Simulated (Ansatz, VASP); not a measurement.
**GaSb: VASP beside Ansatz**

The input POSCAR:

```
GaSb
1.0
    0.0000000000      3.0658787993      3.0658787993
    3.0658787993      0.0000000000      3.0658787993
    3.0658787993      3.0658787993      0.0000000000
Ga Sb
1 1
Direct
    0.0000000000      0.0000000000      0.0000000000
    0.2500000000      0.2500000000      0.2500000000
```

Contents of INCAR.step1:

```
  PREC = Accurate
  ENCUT = 520
  EDIFF = 1E-5
  ISMEAR = -1
  SIGMA = 0.2
  LREAL = False
  LASPH = True
  NELM = 100
  ALGO = Normal
  ISIF = 2
  LWAVE = True
  GGA = PE
  NBANDS = 16
```

The input INCAR.step2:

```
  PREC = Accurate
  ENCUT = 520
  EDIFF = 1E-6
  ISMEAR = -1
  SIGMA = 0.2
  LREAL = False
  LASPH = True
  NELM = 100
  ALGO = Normal
  ISIF = 2
  LWAVE = False
  LCHARG = True
  GGA = PE
  LHFCALC = True
  HFSCREEN = 0.2079
  PRECFOCK = Normal
  LELF = True
  LVHAR = True
  ISTART = 1
  NBANDS = 16
```

Contents of KPOINTS:

```
Automatic mesh
0
Gamma
  4 4 4
```

Input for Ansatz:

```yaml
crystal:
  lattice:
    - [0.0, 3.0658787993, 3.0658787993]
    - [3.0658787993, 0.0, 3.0658787993]
    - [3.0658787993, 3.0658787993, 0.0]
  atoms:
    - { symbol: Ga, position: [0.0, 0.0, 0.0] }
    - { symbol: Sb, position: [0.25, 0.25, 0.25] }
kpoints:
  mp_grid: { grid: [4, 4, 4] }
hamiltonian:
  xc: hse06
scf:
  occupations: { method: fermi_dirac, width: 0.2 }
  n_extra_bands: 4
output:
  forces: true
  stress: true
  eigenvalues: true
```

Alike in both runs: task single point; functional HSE06; k mesh 4 × 4 × 4; occupations fermi-dirac, width 0.2 eV; no spin polarisation.

```csv
,VASP,Ansatz
version,VASP 6.6.1,Ansatz 0.2.0
potentials or method,"VASP PAW PBE potentials, release 64 (Ga_d, Sb)",plane waves
plane-wave cutoff (eV),520,420
valence electrons in the cell,18,28
```

|  | VASP | Ansatz | Ansatz less VASP |
| --- | --- | --- | --- |
| pressure (GPa) | 0.1 | 0.6 | +0.48 |

VASP's potentials hold 18 valence electrons a cell and Ansatz's 28, so a difference there can come from the potentials and not from the codes. Ansatz's warnings: stress exchange threshold loose, stress scf threshold loose.

The k mesh is coarse, so the values compare programs but aren't converged. Spin-orbit coupling is off throughout.
